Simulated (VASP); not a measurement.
# OsSe (F-43m) in VASP: further runs

OsSe is run at these levels: r2SCAN, PBEsol; tasks: single point.

Everything below comes from runs of VASP 6.6.1. Logs are shortened: lines on timing, memory, paths and dates and some standing lists are left out, and cuts for length are marked.

## 1. The cell of the first run

It takes space group F-43m (No. 216, cubic). The conventional cell has a = 5.470 Å, b = 5.470 Å, c = 5.470 Å, α = 90.00°, β = 90.00°, γ = 90.00°. Os (site symmetry -43m) has 4 Se at 2.37 Å within 3.1 Å. Within 3.1 Å of Se (site symmetry -43m) lie 4 Os at 2.37 Å.

## 2. Single point, r2SCAN

File POSCAR:

```
OsSe
1.0
    0.0000000000      2.7347795838      2.7347795838
    2.7347795838      0.0000000000      2.7347795838
    2.7347795838      2.7347795838      0.0000000000
Os Se
1 1
Direct
    0.0000000000      0.0000000000      0.0000000000
    0.2500000000      0.2500000000      0.2500000000
```

File INCAR.step1:

```
SYSTEM = OsSe
ALGO = Normal
EDIFF = 1E-4
ENCUT = 520
GGA = PE
ISMEAR = 0
LASPH = .TRUE.
LCHARG = .FALSE.
LREAL = .FALSE.
LWAVE = .TRUE.
NBANDS = 14
NELM = 100
PREC = Accurate
SIGMA = 0.05
```

File INCAR.step2:

```
SYSTEM = OsSe
ALGO = Normal
EDIFF = 1E-7
ENCUT = 520
ISIF = 2
ISMEAR = 0
ISTART = 1
LASPH = .TRUE.
LCHARG = .FALSE.
LMIXTAU = .TRUE.
LREAL = .FALSE.
LWAVE = .FALSE.
METAGGA = R2SCAN
NBANDS = 14
NELM = 100
PREC = Accurate
SIGMA = 0.05
```

File KPOINTS:

```
k-points
0
G
  10 10 10
  0 0 0
```

Potentials or basis: VASP PAW PBE potentials, release 64 (Os, Se).

Command:

```sh
> cat potpaw_PBE.64/Os/POTCAR potpaw_PBE.64/Se/POTCAR > POTCAR
> cp INCAR.step1 INCAR
> mpirun -np 1 vasp_std > vasp.out
> cp INCAR.step2 INCAR
> mpirun -np 1 vasp_std > vasp.out
```

OUTCAR:

```text
SYSTEM = OsSe
   EDIFF = 1E-7
   ENCUT = 520
   ISIF = 2
   ISMEAR = 0
   ISTART = 1
   LASPH = .TRUE.
   LREAL = .FALSE.
   METAGGA = R2SCAN
   NELM = 100
   PREC = Accurate

 ion  position               nearest neighbor table
   1  0.000  0.000  0.000-   2 2.37   2 2.37   2 2.37   2 2.37
   2  0.250  0.250  0.250-   1 2.37   1 2.37   1 2.37   1 2.37

  LATTYP: Found a face centered cubic cell.
 ALAT       =     5.4695591676

  Lattice vectors:

 A1 = (   0.0000000000,   2.7347795838,   2.7347795838)
 A2 = (   2.7347795838,   0.0000000000,   2.7347795838)
 A3 = (   2.7347795838,   2.7347795838,   0.0000000000)

Analysis of symmetry for initial positions (statically):
=====================================================================
 Subroutine PRICEL returns:
 Original cell was already a primitive cell.

 Routine SETGRP: Setting up the symmetry group for a
 face centered cubic supercell.

 Subroutine GETGRP returns: Found 24 space group operations
 (whereof 24 operations were pure point group operations)
 out of a pool of 48 trial point group operations.

The static configuration has the point symmetry T_d .

Analysis of symmetry for dynamics (positions and initial velocities):
=====================================================================
 Subroutine PRICEL returns:
 Original cell was already a primitive cell.

 Routine SETGRP: Setting up the symmetry group for a
 face centered cubic supercell.

 Subroutine GETGRP returns: Found 24 space group operations
 (whereof 24 operations were pure point group operations)
 out of a pool of 48 trial point group operations.

The dynamic configuration has the point symmetry T_d .

 Subroutine INISYM returns: Found 24 space group operations
 (whereof 24 operations are pure point group operations),
 and found     1 'primitive' translations

----------------------------------------------------------------------------------------

                                     Primitive cell

  volume of cell :      40.9069

  direct lattice vectors                    reciprocal lattice vectors
     0.000000000  2.734779584  2.734779584    -0.182830091  0.182830091  0.182830091
     2.734779584  0.000000000  2.734779584     0.182830091 -0.182830091  0.182830091
     2.734779584  2.734779584  0.000000000     0.182830091  0.182830091 -0.182830091

  length of vectors
     3.867562378  3.867562378  3.867562378     0.316671007  0.316671007  0.316671007

  position of ions in fractional coordinates (direct lattice)
     0.000000000  0.000000000  0.000000000
     0.250000000  0.250000000  0.250000000

  ion indices of the primitive-cell ions
   primitive index   ion index
                 1           1
                 2           2

----------------------------------------------------------------------------------------

 KPOINTS: k-points

Automatic generation of k-mesh.
 Grid dimensions read from file:
 generate k-points for:   10   10   10

 Generating k-lattice:

  Cartesian coordinates                     Fractional coordinates (reciprocal lattice)
    -0.018283009  0.018283009  0.018283009     0.100000000  0.000000000  0.000000000
     0.018283009 -0.018283009  0.018283009     0.000000000  0.100000000  0.000000000
     0.018283009  0.018283009 -0.018283009     0.000000000  0.000000000  0.100000000

  Length of vectors
     0.031667101  0.031667101  0.031667101

  Shift w.r.t. Gamma in fractional coordinates (k-lattice)
     0.000000000  0.000000000  0.000000000

 Subroutine IBZKPT returns following result:
 ===========================================

 Found     47 irreducible k-points:

 Following reciprocal coordinates:
            Coordinates               Weight
  0.000000  0.000000  0.000000      1.000000
  0.100000  0.000000  0.000000      8.000000
  0.200000  0.000000  0.000000      8.000000
  0.300000  0.000000  0.000000      8.000000
  0.400000  0.000000  0.000000      8.000000
  0.500000  0.000000  0.000000      4.000000
[... 16 lines left out ...]
  0.300000  0.300000  0.000000      6.000000
[... 44 lines left out ...]

 E-fermi :   5.5443     XC(G=0): -11.4677

 val. band max:        5.5312645658   @ k =  -0.4000   0.4000   0.2000
 cond. band min:       5.5468768766   @ k =   0.5000   0.4000   0.1000
 fundamental gap:      0.0156123108
 Fermi energy:         5.5443148479

 k-point     1 :       0.0000    0.0000    0.0000
  band No.  band energies     occupation
      1     -11.0375      2.00000
      2      -0.8012      2.00000
      3      -0.8012      2.00000
      4      -0.8012      2.00000
      5       3.3919      2.00000
      6       3.3919      2.00000
      7       6.7927      0.00000
      8       9.7093      0.00000
      9       9.7093      0.00000
     10       9.7093      0.00000
     11      12.9874      0.00000
     12      12.9874      0.00000
     13      12.9874      0.00000
     14      17.9420      0.00000

 k-point     2 :       0.1000    0.0000    0.0000
  band No.  band energies     occupation
      1     -10.9552      2.00000
      2      -0.9407      2.00000
      3      -0.7512      2.00000
      4      -0.7512      2.00000
      5       3.3616      2.00000
      6       3.3616      2.00000
      7       7.0920      0.00000
      8       9.1426      0.00000
      9       9.5558      0.00000
     10       9.5558      0.00000
     11      12.6451      0.00000
     12      13.1503      0.00000
     13      13.1503      0.00000
     14      18.3381      0.00000

 k-point     3 :       0.2000    0.0000    0.0000
  band No.  band energies     occupation
      1     -10.7332      2.00000
      2      -1.2417      2.00000
      3      -0.6268      2.00000
      4      -0.6268      2.00000
      5       3.3321      2.00000
      6       3.3321      2.00000
      7       7.0981      0.00000
      8       8.4818      0.00000
      9       9.0590      0.00000
     10       9.0590      0.00000
     11      12.3220      0.00000
     12      13.6179      0.00000
     13      13.6179      0.00000
     14      18.2903      0.00000
[... 324 lines left out ...]
 k-point    23 :       0.3000    0.3000    0.0000
  band No.  band energies     occupation
      1     -10.2407      2.00000
      2      -1.9296      2.00000
      3      -0.0814      2.00000
      4      -0.0814      2.00000
      5       2.5852      2.00000
      6       3.8949      2.00000
      7       6.4168      0.00000
      8       6.6098      0.00000
      9       6.6098      0.00000
     10      10.1900      0.00000
     11      11.9553      0.00000
     12      15.8802      0.00000
     13      15.8802      0.00000
     14      16.1349      0.00000

 k-point    24 :       0.4000    0.3000    0.0000
  band No.  band energies     occupation
      1     -10.0433      2.00000
      2      -2.0189      2.00000
      3       0.0233      2.00000
      4       0.0996      2.00000
      5       2.6642      2.00000
      6       3.9927      2.00000
      7       4.9570      2.00000
      8       6.0964      0.00000
      9       6.4638      0.00000
     10      10.9784      0.00000
     11      12.2550      0.00000
     12      15.3535      0.00000
     13      16.3188      0.00000
     14      17.5574      0.00000

 [... further k-points ...]
[... 5 lines left out ...]
  --------------------------------------------------------------------------------------
  -------------------------------------------------------------------------------------
  Total        0.1522581      0.1522581      0.1522581      0.0000000      0.0000000      0.0000000
  in kB        5.9633992      5.9633992      5.9633992      0.0000000      0.0000000      0.0000000
  external PRESSURE =       5.9633992 kB  Pullay stress =       0.0000000 kB

 VOLUME and BASIS-vectors are now :
 -----------------------------------------------------------------------------
  energy-cutoff  :      520.00
  volume of cell :       40.91
      direct lattice vectors                 reciprocal lattice vectors
     0.000000000  2.734779584  2.734779584    -0.182830091  0.182830091  0.182830091
     2.734779584  0.000000000  2.734779584     0.182830091 -0.182830091  0.182830091
     2.734779584  2.734779584  0.000000000     0.182830091  0.182830091 -0.182830091

 POSITION                                       TOTAL-FORCE (eV/Angst)
 -----------------------------------------------------------------------------------
      0.00000      0.00000      0.00000         0.000000      0.000000      0.000000
      1.36739      1.36739      1.36739        -0.000000     -0.000000     -0.000000
 -----------------------------------------------------------------------------------
    total drift:                                0.000000      0.000000      0.000000

  FREE ENERGIE OF THE ION-ELECTRON SYSTEM (eV)
  ---------------------------------------------------
  free  energy   TOTEN  =       -66.0742363518 eV

  energy  without entropy=      -66.0705447373  energy(sigma->0) =      -66.07239054
```

It took 57 s on 1 thread of Intel Xeon 6975P-C (Granite Rapids), shared host; peak memory 0.19 GiB.

What came out:

```yaml
Free_energy: -66.0742 eV
Pressure: 0.6 GPa
Band_gap_on_the_k_mesh: zero (band 7 reaches 7.75 eV, above the bottom of band 8 at 5.12 eV)
```

Caveat: the PAW data sets were made with another functional, which shifts forces and pressure a little; spin-orbit coupling is left out, which moves the levels of the heavy elements.

## 3. Single point, PBEsol, collinear spin, ferromagnetic start

File INCAR:

```
SYSTEM = OsSe
ALGO = Normal
EDIFF = 1E-7
ENCUT = 520
GGA = PS
ISIF = 2
ISMEAR = 0
ISPIN = 2
LASPH = .TRUE.
LCHARG = .FALSE.
LMAXMIX = 4
LORBIT = 11
LREAL = .FALSE.
LWAVE = .FALSE.
MAGMOM = 1 0
NBANDS = 18
NELM = 150
PREC = Accurate
SIGMA = 0.05
```

KPOINTS is that of step 2.

POSCAR is that of step 2.

Potentials or basis: VASP PAW PBE potentials, release 64 (Os, Se).

Command:

```sh
> cat potpaw_PBE.64/Os/POTCAR potpaw_PBE.64/Se/POTCAR > POTCAR
> mpirun -np 1 vasp_std > vasp.out
```

Run time: 37 s. Hardware: 1 thread of Intel Xeon 6975P-C (Granite Rapids), shared host; peak memory 0.22 GiB.

Results (log left out):

```yaml
Free_energy: -14.6613 eV
Pressure: -1.2 GPa
Band_gap_on_the_k_mesh: zero (filled and empty bands overlap)
Net_moment: 0.00 μB per cell
Valence_electrons_inside_the_program's_atomic_spheres: Os 7.34; Se 3.95
```

Levels at points of the mesh, in eV from the Fermi level:
Spin up:
```csv
k point,band 4,band 5,band 6,band 7,band 8,band 9,band 10,band 11
"(0.00, 0.00, 0.00)",-5.97,-1.88,-1.88,0.86,4.02,4.02,4.02,7.14
"(0.50, 0.00, 0.00)",-5.54,-1.56,-1.56,-1.47,1.62,1.62,3.23,8.73
"(0.50, 0.50, 0.00)",-4.67,-2.61,-1.57,-1.11,-0.41,-0.41,5.85,6.63
```
Spin down:
| k point | band 3 | band 4 | band 5 | band 6 | band 7 | band 8 | band 9 | band 10 | band 11 | band 12 |
| --- | --- | --- | --- | --- | --- | --- | --- | --- | --- | --- |
| (0.00, 0.00, 0.00) | -5.97 | -5.97 | -1.88 | -1.88 | 0.86 | 4.02 | 4.02 | 4.02 | 7.14 | 7.14 |
| (0.50, 0.00, 0.00) | -5.54 | -5.54 | -1.56 | -1.56 | -1.46 | 1.62 | 1.62 | 3.23 | 8.73 | 8.89 |
| (0.50, 0.50, 0.00) | -4.67 | -4.67 | -2.61 | -1.57 | -1.11 | -0.41 | -0.41 | 5.85 | 6.63 | 10.51 |

Caveat: the PAW data sets were made with another functional, which shifts forces and pressure a little; spin-orbit coupling is left out, which moves the levels of the heavy elements.

## 4. Single point, r2SCAN, collinear spin, ferromagnetic start (volume scaled by 0.960)

File POSCAR:

```
OsSe
1.0
    0.0000000000      2.6978185721      2.6978185721
    2.6978185721      0.0000000000      2.6978185721
    2.6978185721      2.6978185721      0.0000000000
Os Se
1 1
Direct
    0.0000000000      0.0000000000      0.0000000000
    0.2500000000      0.2500000000      0.2500000000
```

File INCAR.step1:

```
PREC = Accurate ; ENCUT = 520
ISMEAR = 0 ; SIGMA = 0.05
LREAL = False ; LASPH = True
NELM = 150 ; ISPIN = 2
MAGMOM = 0.1 0 ; LMAXMIX = 4
NBANDS = 18 ; GGA = PE
ALGO = Normal ; EDIFF = 1E-4
LWAVE = True ; LCHARG = False
```

File INCAR.step2:

```
PREC = Accurate ; ENCUT = 520
EDIFF = 1E-7 ; ISMEAR = 0
SIGMA = 0.05 ; LREAL = False
LASPH = True ; NELM = 150
ALGO = Normal ; ISIF = 2
LWAVE = False ; LCHARG = False
ISPIN = 2 ; MAGMOM = 0.1 0
LORBIT = 11 ; LMAXMIX = 4
METAGGA = R2SCAN ; LMIXTAU = True
NBANDS = 18 ; ISTART = 1
```

File KPOINTS:

```
regular mesh
0
Gamma
  10 10 10
```

Command:

```sh
> cat potpaw_PBE.64/Os/POTCAR potpaw_PBE.64/Se/POTCAR > POTCAR
> cp INCAR.step1 INCAR
> mpirun -np 1 vasp_std > vasp.out
> cp INCAR.step2 INCAR
> mpirun -np 1 vasp_std > vasp.out
```

Run time: 1.8 min. Hardware: 1 thread of Intel Xeon 6975P-C (Granite Rapids), shared host; peak memory 0.22 GiB.

It converged, with:

| Item | Value |
| --- | --- |
| Free energy | -66.0334 eV |
| Pressure | 7.8 GPa |
| Net moment | 0.12 μB per cell |
| Site moments | Os +0.11; Se -0.00 μB |
| Valence electrons inside the program's atomic spheres | Os 7.50; Se 4.04 |

Levels at points of the mesh, in eV from the Fermi level:
Spin up:
```csv
k point,band 3,band 4,band 5,band 6,band 7,band 8,band 9,band 10,band 11,band 12
"(0.00, 0.00, 0.00)",-6.65,-6.65,-2.32,-2.32,1.34,4.32,4.32,4.32,7.57,7.57
"(0.50, 0.00, 0.00)",-6.19,-6.19,-1.93,-1.93,-1.66,1.67,1.67,3.65,9.42,9.42
"(0.50, 0.50, 0.00)",-5.20,-5.20,-2.89,-1.85,-1.46,-0.55,-0.55,6.42,7.12,11.52
```
Spin down:
```csv
k point,band 5,band 6,band 7,band 8,band 9,band 10
"(0.00, 0.00, 0.00)",-2.29,-2.29,1.37,4.41,4.41,4.41
"(0.50, 0.00, 0.00)",-1.88,-1.88,-1.54,1.75,1.75,3.69
"(0.50, 0.50, 0.00)",-2.80,-1.82,-1.43,-0.43,-0.43,6.48
```

Caveat: the PAW data sets were made with another functional, which shifts forces and pressure a little; spin-orbit coupling is left out, which moves the levels of the heavy elements.

## 5. Single point, r2SCAN, collinear spin, ferromagnetic start (volume scaled by 0.980)

File POSCAR:

```
OsSe
1.0
    0.0000000000      2.7164248054      2.7164248054
    2.7164248054      0.0000000000      2.7164248054
    2.7164248054      2.7164248054      0.0000000000
Os Se
1 1
Direct
    0.0000000000      0.0000000000      0.0000000000
    0.2500000000      0.2500000000      0.2500000000
```

File INCAR.step1:

```
SYSTEM = OsSe
ALGO     = Normal         ! electronic algorithm
EDIFF    = 1E-4           ! SCF threshold, eV
ENCUT    = 520            ! plane-wave cutoff, eV
GGA      = PE             ! functional
ISMEAR   = 0              ! smearing method
ISPIN    = 2              ! spin polarisation
LASPH    = .TRUE.         ! aspherical terms in the spheres
LCHARG   = .FALSE.        ! write CHGCAR
LMAXMIX  = 4              ! l up to which the mixer works
LREAL    = .FALSE.        ! projectors in reciprocal space
LWAVE    = .TRUE.         ! write WAVECAR
MAGMOM   = 0.11 0         ! initial moments
NBANDS   = 18             ! bands
NELM     = 150            ! most SCF steps
PREC     = Accurate       ! precision mode
SIGMA    = 0.05           ! smearing width, eV
```

File INCAR.step2:

```
SYSTEM = OsSe
ALGO     = Normal         ! electronic algorithm
EDIFF    = 1E-6           ! SCF threshold, eV
ENCUT    = 520            ! plane-wave cutoff, eV
ISIF     = 2              ! what is computed and relaxed
ISMEAR   = 0              ! smearing method
ISPIN    = 2              ! spin polarisation
ISTART   = 1            
LASPH    = .TRUE.         ! aspherical terms in the spheres
LCHARG   = .TRUE.         ! write CHGCAR
LELF     = .TRUE.         ! ELF
LMAXMIX  = 4              ! l up to which the mixer works
LMIXTAU  = .TRUE.       
LORBIT   = 11             ! projections on sites
LREAL    = .FALSE.        ! projectors in reciprocal space
LVHAR    = .TRUE.       
LWAVE    = .FALSE.        ! write WAVECAR
MAGMOM   = 0.11 0         ! initial moments
METAGGA  = R2SCAN         ! meta-GGA
NBANDS   = 18             ! bands
NELM     = 150            ! most SCF steps
PREC     = Accurate       ! precision mode
SIGMA    = 0.05           ! smearing width, eV
```

File KPOINTS:

```
k-points
0
G
  10 10 10
  0 0 0
```

Command:

```sh
> cat potpaw_PBE.64/Os/POTCAR potpaw_PBE.64/Se/POTCAR > POTCAR
> cp INCAR.step1 INCAR
> mpirun -np 1 vasp_std > vasp.out
> cp INCAR.step2 INCAR
> mpirun -np 1 vasp_std > vasp.out
```

Wall time 1.9 min (1 thread of Intel Xeon 6975P-C (Granite Rapids), shared host); peak memory 0.23 GiB.

The run converged. Its results:

```
Free energy                                           : -66.0634 eV
Pressure                                              : 4.0 GPa
Net moment                                            : 0.12 μB per cell
Site moments                                          : Os +0.12; Se -0.00 μB
Valence electrons inside the program's atomic spheres : Os 7.43; Se 4.01
```

Levels at points of the mesh, in eV from the Fermi level:
Spin up:
```tsv
k point	band 4	band 5	band 6	band 7	band 8	band 9	band 10	band 11
(0.00, 0.00, 0.00)	-6.53	-2.26	-2.26	1.27	4.21	4.21	4.21	7.48
(0.50, 0.00, 0.00)	-6.08	-1.88	-1.88	-1.62	1.63	1.63	3.60	9.29
(0.50, 0.50, 0.00)	-5.13	-2.79	-1.82	-1.43	-0.53	-0.53	6.27	7.01
```
Spin down:
| k point | band 5 | band 6 | band 7 | band 8 | band 9 | band 10 |
| --- | --- | --- | --- | --- | --- | --- |
| (0.00, 0.00, 0.00) | -2.23 | -2.23 | 1.31 | 4.30 | 4.30 | 4.30 |
| (0.50, 0.00, 0.00) | -1.83 | -1.83 | -1.50 | 1.72 | 1.72 | 3.64 |
| (0.50, 0.50, 0.00) | -2.69 | -1.79 | -1.39 | -0.41 | -0.41 | 6.33 |

Caveat: the PAW data sets were made with another functional, which shifts forces and pressure a little; spin-orbit coupling is left out, which moves the levels of the heavy elements.

## 6. Overview

| level | spin | cell | gap on the mesh (eV) | pressure (GPa) | moment (μB) |
| --- | --- | --- | --- | --- | --- |
| r2SCAN | off | a = 3.868 Å, angles 60.0°, 2 atoms | none | 0.6 | - |
| PBEsol | collinear, ferromagnetic start | a = 3.868 Å, angles 60.0°, 2 atoms | none | -1.2 | 0.00 |
| r2SCAN | collinear, ferromagnetic start | a = 3.815 Å, angles 60.0°, 2 atoms | none | 7.8 | 0.12 |
| r2SCAN | collinear, ferromagnetic start | a = 3.842 Å, angles 60.0°, 2 atoms | none | 4.0 | 0.12 |

Alike in all rows: task single point; potentials or basis VASP PAW PBE potentials, release 64 (Os, Se); k mesh 10 × 10 × 10; cutoff (eV) 520; smearing gaussian 0.05 eV.

Caveats: the PAW data sets were made with another functional, which shifts forces and pressure a little; spin-orbit coupling is left out, which moves the levels of the heavy elements.

Absolute energies hang on the potentials; compare differences alone.
